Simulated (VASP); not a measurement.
# Y (P6_3/mmc) in VASP: a series of runs

The runs below take Y through relaxation of cell and atoms, with PBEsol.

All numbers are computed with VASP 6.6.1; they aren't measurements. Logs are shortened: lines on timing, memory, paths and dates and some standing lists are left out, and cuts for length are marked.

## Step 1: The cell of the first run

It takes space group P6_3/mmc (No. 194, hexagonal). The conventional cell has a = 3.600 Å, b = 3.600 Å, c = 5.879 Å, α = 90.00°, β = 90.00°, γ = 120.00°. Within 4.7 Å of Y (site symmetry -6m2) lie 12 Y at 3.60 Å.

## Step 2: Relaxation of cell and atoms, PBEsol

Input file INCAR:

```
SYSTEM = Y
ALGO = Normal
EDIFF = 1E-7
EDIFFG = -0.01
ENCUT = 600
GGA = PS
IBRION = 2
ISIF = 3
ISMEAR = 1
LASPH = .TRUE.
LCHARG = .FALSE.
LREAL = .FALSE.
LWAVE = .FALSE.
NELM = 100
NSW = 80
PREC = Accurate
SIGMA = 0.1
```

Input file KPOINTS:

```
k-points
0
G
  13 13 7
  0 0 0
```

Input file POSCAR:

```
Y
1.0
    3.6000000000      0.0000000000      0.0000000000
   -1.8000000000      3.1176914536      0.0000000000
    0.0000000000      0.0000000000      5.8788000000
Y
2
Direct
    0.3333333333      0.6666666667      0.2500000000
    0.6666666667      0.3333333333      0.7500000000
```

Potentials or basis: VASP PAW PBE potentials, release 64 (Y_sv).

Started as:

```
> cat potpaw_PBE.64/Y_sv/POTCAR > POTCAR
> mpirun -np 1 vasp_std > vasp.out
```

OUTCAR:

```text
SYSTEM = Y
   EDIFF = 1E-7
   EDIFFG = -0.01
   ENCUT = 600
   GGA = PS
   IBRION = 2
   ISIF = 3
   ISMEAR = 1
   LASPH = .TRUE.
   LREAL = .FALSE.
   NELM = 100
   NSW = 80
   PREC = Accurate

 ion  position               nearest neighbor table
   1  0.333  0.667  0.250-   2 3.60   2 3.60   2 3.60   2 3.60   2 3.60   2 3.60
   2  0.667  0.333  0.750-   1 3.60   1 3.60   1 3.60   1 3.60   1 3.60   1 3.60

  LATTYP: Found a hexagonal cell.
 ALAT       =     3.6000000000
 C/A-ratio  =     1.6330000000

  Lattice vectors:

 A1 = (   3.6000000000,   0.0000000000,   0.0000000000)
 A2 = (  -1.8000000000,   3.1176914536,   0.0000000000)
 A3 = (   0.0000000000,   0.0000000000,   5.8788000000)

Analysis of symmetry for initial positions (statically):
=====================================================================
 Subroutine PRICEL returns:
 Original cell was already a primitive cell.

 Routine SETGRP: Setting up the symmetry group for a
 hexagonal supercell.

 Subroutine GETGRP returns: Found 24 space group operations
 (whereof 12 operations were pure point group operations)
 out of a pool of 24 trial point group operations.

The static configuration has the point symmetry D_3d.
 The point group associated with its full space group is D_6h.

Analysis of symmetry for dynamics (positions and initial velocities):
=====================================================================
 Subroutine PRICEL returns:
 Original cell was already a primitive cell.

 Routine SETGRP: Setting up the symmetry group for a
 hexagonal supercell.

 Subroutine GETGRP returns: Found 24 space group operations
 (whereof 12 operations were pure point group operations)
 out of a pool of 24 trial point group operations.

The dynamic configuration has the point symmetry D_3d.
 The point group associated with its full space group is D_6h.

 Subroutine INISYM returns: Found 24 space group operations
 (whereof 12 operations are pure point group operations),
 and found     1 'primitive' translations

----------------------------------------------------------------------------------------

                                     Primitive cell

  volume of cell :      65.9818

  direct lattice vectors                    reciprocal lattice vectors
     3.600000000  0.000000000  0.000000000     0.277777778  0.160375075  0.000000000
    -1.800000000  3.117691454  0.000000000     0.000000000  0.320750150  0.000000000
     0.000000000  0.000000000  5.878800000     0.000000000  0.000000000  0.170102742

  length of vectors
     3.600000000  3.600000000  5.878800000     0.320750150  0.320750150  0.170102742

  position of ions in fractional coordinates (direct lattice)
     0.333333333  0.666666667  0.250000000
     0.666666667  0.333333333  0.750000000

  ion indices of the primitive-cell ions
   primitive index   ion index
                 1           1
                 2           2

----------------------------------------------------------------------------------------

 KPOINTS: k-points

Automatic generation of k-mesh.
 Grid dimensions read from file:
 generate k-points for:   13   13    7

 Generating k-lattice:

  Cartesian coordinates                     Fractional coordinates (reciprocal lattice)
     0.021367521  0.012336544  0.000000000     0.076923077  0.000000000  0.000000000
     0.000000000  0.024673088  0.000000000     0.000000000  0.076923077  0.000000000
     0.000000000  0.000000000  0.024300392     0.000000000  0.000000000  0.142857143

  Length of vectors
     0.024673088  0.024673088  0.024300392

  Shift w.r.t. Gamma in fractional coordinates (k-lattice)
     0.000000000  0.000000000  0.000000000

 Subroutine IBZKPT returns following result:
 ===========================================

 Found     84 irreducible k-points:

 Following reciprocal coordinates:
            Coordinates               Weight
  0.000000  0.000000  0.000000      1.000000
  0.076923 -0.000000  0.000000      6.000000
  0.153846  0.000000  0.000000      6.000000
  0.230769  0.000000  0.000000      6.000000
  0.307692  0.000000  0.000000      6.000000
  0.384615  0.000000  0.000000      6.000000
[... 16 lines left out ...]
  0.076923 -0.000000  0.142857     12.000000
  0.153846  0.000000  0.142857     12.000000
 [... further k-points ...]
   k-points           NKPTS =     84   k-points in BZ     NKDIM =     84   number of bands    NBANDS=     15
   number of dos      NEDOS =    301   number of ions     NIONS =      2
   total plane-waves  NPLWV =  43200
   dimension x,y,z NGX =    30 NGY =   30 NGZ =   48
   dimension x,y,z NGXF=    60 NGYF=   60 NGZF=   96
   ions per type =               2
   NGX,Y,Z   is equivalent  to a cutoff of  13.85, 13.85, 13.57 a.u.
   NGXF,Y,Z  is equivalent  to a cutoff of  27.71, 27.71, 27.15 a.u.
 SYSTEM =  Y
   PREC   = accura    normal or accurate (medium, high low for compatibility)
   ISTART =      0    job   : 0-new  1-cont  2-samecut
   ICHARG =      2    charge: 1-file 2-atom 10-const
   ISPIN  =      1    spin polarized calculation?
   LNONCOLLINEAR =      F non collinear calculations
   LSORBIT =      F    spin-orbit coupling
   LASPH  =      T    aspherical Exc in radial PAW
   ENCUT  =  600.0 eV  44.10 Ry    6.64 a.u.   7.19  7.19 11.74*2*pi/ulx,y,z
   NELM   =    100;   NELMIN=  2; NELMDL= -5     # of ELM steps
   EDIFF  = 0.1E-06   stopping-criterion for ELM
   LREAL  =      F    real-space projection
   EDIFFG = -.1E-01   stopping-criterion for IOM
   NSW    =     80    number of steps for IOM
   IBRION =      2    ionic relax: 0-MD 1-quasi-New 2-CG
   NFREE  =      1    steps in history (QN), initial steepest desc. (CG)
   ISIF   =      3    stress and relaxation
   ISYM   =      2    0-nonsym 1-usesym 2-fastsym
   POTIM  = 0.5000    time-step for ionic-motion
   TEBEG  =    0.0;   TEEND  =   0.0 temperature during run
   PSTRESS=    0.0 pullay stress
   NELECT =      22.0000    total number of electrons
   NUPDOWN=      -1.0000    fix difference up-down
   EMIN   =  10.00;   EMAX   =-10.00  energy-range for DOS
   EFERMI =   0.00;   METHOD = LEGACY
   ISMEAR =     1;   SIGMA  =   0.10  broadening in eV -4-tet -1-fermi 0-gaus
   EFERMI_NEDOS =   21; number of points for ismear=-14 and -15
   IALGO  =     38    algorithm
   IMIX   =      4    mixing-type and parameters
     AMIX     =   0.40;   BMIX     =  1.00
     AMIX_MAG =   1.60;   BMIX_MAG =  1.00
  volume/ion in A,a.u.               =      32.99       222.63
  Fermi-wavevector in a.u.,A,eV,Ry     =   1.135205  2.145226 17.533696  1.288690
  Thomas-Fermi vector in A             =   2.271910
   LORBIT       =      0    0 simple, 1 ext, 2 COOP (PROOUT), +10 PAW based schemes
   GGA     = PS    functional components
   LHFCALC =     F    Hartree Fock is set to
   AEXX    =    0.0000 exact exchange contribution
   IVDW    =     0    specifies the selected vdW correction
   LEPSILON=     F    determine dielectric tensor
   LRPA    =     F    only Hartree local field effects (RPA)
 conjugate gradient relaxation of ions
 non-spin polarized calculation
 Methfessel and Paxton  Order N= 1 SIGMA  =   0.10
  energy-cutoff  :      600.00
  volume of cell :       65.98
 maximum number of plane-waves:      2217
 NGX is ok and might be reduce to    30
   NGX = 15   NGY = 15   NGZ = 23

--------------------------------------- Ionic step        1  -------------------------------------------

 number of electron      22.0000000 magnetization

 Free energy of the ion-electron system (eV)
  ---------------------------------------------------
  ext. energy  EPLUGINS =         0.00000000
  ---------------------------------------------------
  free energy    TOTEN  =       -13.59131726 eV

  energy without entropy =      -13.58847680  energy(sigma->0) =      -13.59037044

------------------------ aborting loop because EDIFF is reached ----------------------------------------

  FORCE on cell =-STRESS in cart. coord.  units (eV):
  Direction    XX          YY          ZZ          XY          YZ          ZX
  --------------------------------------------------------------------------------------
  -------------------------------------------------------------------------------------
  Total       -0.5362640     -0.5362640     -1.6026348      0.0000000      0.0000000      0.0000000
  in kB      -13.0216167    -13.0216167    -38.9153396      0.0000000      0.0000000      0.0000000
  external PRESSURE =     -21.6528577 kB  Pullay stress =       0.0000000 kB
[... 201 lines left out ...]
  energy  without entropy=      -13.6313373604  energy(sigma->0) =      -13.63335654

--------------------------------------- Ionic step        7  -------------------------------------------

 number of electron      21.9999999 magnetization

 Free energy of the ion-electron system (eV)
  ---------------------------------------------------
  ext. energy  EPLUGINS =         0.00000000
  ---------------------------------------------------
  free energy    TOTEN  =       -13.63439115 eV

  energy without entropy =      -13.63140150  energy(sigma->0) =      -13.63339460

 E-fermi :   3.1192     XC(G=0):  -9.7255

 val. band max:        3.1148803455   @ k =   0.3077   0.1538   0.4286
 cond. band min:       3.1201722188   @ k =   0.1538   0.0769   0.2857
 fundamental gap:      0.0052918733
 Fermi energy:         3.1191817704

 k-point     1 :       0.0000    0.0000    0.0000
  band No.  band energies     occupation
      1     -39.3614      2.00000
      2     -39.2668      2.00000
      3     -19.7298      2.00000
      4     -19.1659      2.00000
      5     -19.1659      2.00000
      6     -19.0562      2.00000
      7     -19.0562      2.00000
      8     -19.0101      2.00000
      9      -1.6561      2.00000
     10       1.1852      2.00000
     11       4.2370     -0.00000
     12       4.8857     -0.00000
     13       4.8857     -0.00000
     14       5.2843      0.00000
     15       5.5469      0.00000
[... 397 lines left out ...]
 k-point    24 :       0.1538    0.0000    0.1429
  band No.  band energies     occupation
      1     -39.3433      2.00000
      2     -39.2668      2.00000
      3     -19.6555      2.00000
      4     -19.2505      2.00000
      5     -19.1914      2.00000
      6     -19.1772      2.00000
      7     -19.0745      2.00000
      8     -19.0495      2.00000
      9      -1.0085      2.00000
     10       1.5725      2.00000
     11       3.5083     -0.00000
     12       4.0589     -0.00000
     13       5.0601     -0.00000
     14       5.1549      0.00000
     15       5.1870      0.00000

 [... further k-points ...]

------------------------ aborting loop because EDIFF is reached ----------------------------------------

  FORCE on cell =-STRESS in cart. coord.  units (eV):
  Direction    XX          YY          ZZ          XY          YZ          ZX
  --------------------------------------------------------------------------------------
  -------------------------------------------------------------------------------------
  Total       -0.0049735     -0.0049735     -0.0191737      0.0000000      0.0000000      0.0000000
  in kB       -0.1273482     -0.1273482     -0.4909482      0.0000000      0.0000000      0.0000000
  external PRESSURE =      -0.2485482 kB  Pullay stress =       0.0000000 kB
[... 17 lines left out ...]
  FREE ENERGIE OF THE ION-ELECTRON SYSTEM (eV)
  ---------------------------------------------------
  free  energy   TOTEN  =       -13.6343911539 eV

  energy  without entropy=      -13.6314015028  energy(sigma->0) =      -13.63339460

 reached required accuracy - stopping structural energy minimisation
```

Wall time 4.9 min (1 thread of Intel Xeon 6975P-C (Granite Rapids), shared host); peak memory 0.27 GiB.

Results:

```yaml
Free_energy: -13.6344 eV
Relaxed_volume: 31.29 Å³/atom
Relaxed_cell: a = 3.595 Å, b = 3.595 Å, c = 5.591 Å, α = 90.00°, β = 90.00°, γ = 120.00°
Space_group_after_relaxing_to_0.1_Å: P6_3/mmc (No. 194)
Energy_gained_by_relaxing: 21.5 meV/atom
Ionic_steps: 7
Pressure_after_relaxing: 0.0 GPa
Band_gap_on_the_k_mesh: zero (bands 11 and 12 overlap by 1.59 eV)
```

The path:
```csv
step,energy change (eV),largest force (eV/Å),pressure (GPa),volume (Å³)
1,0.0000,0.0000,-2.17,65.98
2,-0.0384,0.0000,0.40,61.80
3,-0.0385,0.0000,0.34,61.88
4,-0.0421,0.0000,0.18,62.19
5,-0.0431,0.0000,0.07,62.43
6,-0.0430,0.0000,0.08,62.42
7,-0.0431,0.0000,-0.02,62.57
```

Final structure:
```
CELL_PARAMETERS angstrom
3.59487 0.00000 0.00000
-1.79744 3.11325 0.00000
0.00000 0.00000 5.59093
ATOMIC_POSITIONS crystal
Y 0.33333 0.66667 0.25000
Y 0.66667 0.33333 0.75000
```

Caveat: the PAW data sets were made with another functional, which shifts forces and pressure a little.

## Step 3: Relaxation of cell and atoms, PBEsol

This run uses another cell than the first one, of 31.37 Å³/atom.

Input file INCAR:

```
SYSTEM = Y
  PREC = Accurate
  ENCUT = 600
  EDIFF = 1E-6
  ISMEAR = 1
  SIGMA = 0.1
  LREAL = .FALSE.
  LASPH = .TRUE.
  NELM = 80
  ALGO = Normal
  ISIF = 3
  LWAVE = .FALSE.
  LCHARG = .FALSE.
  GGA = PS
  IBRION = 2
  NSW = 80
  EDIFFG = -0.01
```

Input file KPOINTS:

```
regular mesh
0
G
  13 13 8
  0 0 0
```

Input file POSCAR:

```
Y
1.0
    3.6002425692      0.0000000000      0.0000000000
   -1.8001212846      3.1179015247      0.0000000000
    0.0000000000      0.0000000000      5.5898473602
Y
2
Direct
    0.3333333333      0.6666666667      0.2500000000
    0.6666666667      0.3333333333      0.7500000000
```

Potentials or basis: VASP PAW PBE potentials, release 64 (Y_sv).

Started as:

```
> cat potpaw_PBE.64/Y_sv/POTCAR > POTCAR
> mpirun -np 1 vasp_std > vasp.out
```

OUTCAR:

```text
SYSTEM = Y
   PREC = Accurate
   ENCUT = 600
   EDIFF = 1E-6
   ISMEAR = 1
   LREAL = .FALSE.
   LASPH = .TRUE.
   NELM = 80
   ISIF = 3
   GGA = PS
   IBRION = 2
   NSW = 80
   EDIFFG = -0.01

 ion  position               nearest neighbor table
   1  0.333  0.667  0.250-   2 3.48   2 3.48   2 3.48   2 3.48   2 3.48   2 3.48
   2  0.667  0.333  0.750-   1 3.48   1 3.48   1 3.48   1 3.48   1 3.48   1 3.48

  LATTYP: Found a hexagonal cell.
 ALAT       =     3.6002425692
 C/A-ratio  =     1.5526307611

  Lattice vectors:

 A1 = (   3.6002425692,   0.0000000000,   0.0000000000)
 A2 = (  -1.8001212846,   3.1179015247,   0.0000000000)
 A3 = (   0.0000000000,   0.0000000000,   5.5898473602)

Analysis of symmetry for initial positions (statically):
[... 273 lines left out ...]
      6     -19.0275      2.00000
      7     -19.0275      2.00000
      8     -18.9772      2.00000
      9      -1.6436      2.00000
     10       1.2017      2.00000
     11       4.2907     -0.00000
     12       4.9001     -0.00000
     13       4.9001     -0.00000
     14       5.3325      0.00000
[... 401 lines left out ...]
      2     -39.2366      2.00000
      3     -19.6408      2.00000
      4     -19.2269      2.00000
      5     -19.1674      2.00000
      6     -19.1435      2.00000
      7     -19.0442      2.00000
      8     -19.0142      2.00000
      9      -1.0252      2.00000
     10       1.6090      2.00000
     11       3.5769     -0.00000
     12       4.0648     -0.00000
     13       5.1072     -0.00000
     14       5.1899      0.00000
     15       5.2477      0.00000

 [... further k-points ...]

------------------------ aborting loop because EDIFF is reached ----------------------------------------

  FORCE on cell =-STRESS in cart. coord.  units (eV):
  Direction    XX          YY          ZZ          XY          YZ          ZX
  --------------------------------------------------------------------------------------
  -------------------------------------------------------------------------------------
  Total        0.0179921      0.0179921     -0.0122458      0.0000000      0.0000000      0.0000000
  in kB        0.4623273      0.4623273     -0.3146681      0.0000000      0.0000000      0.0000000
  external PRESSURE =       0.2033288 kB  Pullay stress =       0.0000000 kB
[... 17 lines left out ...]
  FREE ENERGIE OF THE ION-ELECTRON SYSTEM (eV)
  ---------------------------------------------------
  free  energy   TOTEN  =       -13.6419841192 eV

  energy  without entropy=      -13.6444661339  energy(sigma->0) =      -13.64281146

 reached required accuracy - stopping structural energy minimisation
```

It took 2.6 min on 1 thread of Intel Xeon 6975P-C (Granite Rapids), shared host; peak memory 0.29 GiB.

Results:

* Free energy: -13.6420 eV
* Relaxed volume: 31.18 Å³/atom
* Relaxed cell: a = 3.595 Å, b = 3.595 Å, c = 5.571 Å, α = 90.00°, β = 90.00°, γ = 120.00°
* Space group after relaxing (to 0.1 Å): P6_3/mmc (No. 194)
* Energy gained by relaxing: 0.2 meV/atom
* Ionic steps: 3
* Pressure after relaxing: 0.0 GPa
* Band gap on the k mesh: zero (bands 11 and 12 overlap by 1.63 eV)

Stress tensor (GPa, compression positive):
```
 0.05  0.00  0.00
 0.00  0.05  0.00
 0.00  0.00 -0.03
```

Step by step:
| step | energy change (eV) | largest force (eV/Å) | pressure (GPa) | volume (Å³) |
| --- | --- | --- | --- | --- |
| 1 | 0.0000 | 0.0000 | -0.25 | 62.75 |
| 2 | -0.0004 | 0.0000 | 0.06 | 62.30 |
| 3 | -0.0004 | 0.0000 | 0.02 | 62.35 |

Final structure:
```
Y
1.0
     3.59479    0.00000    0.00000
    -1.79740    3.11318    0.00000
     0.00000    0.00000    5.57141
Y
2
Cartesian
  0.0000 2.0755 1.3929
  1.7974 1.0377 4.1786
```

Caveat: the PAW data sets were made with another functional, which shifts forces and pressure a little.
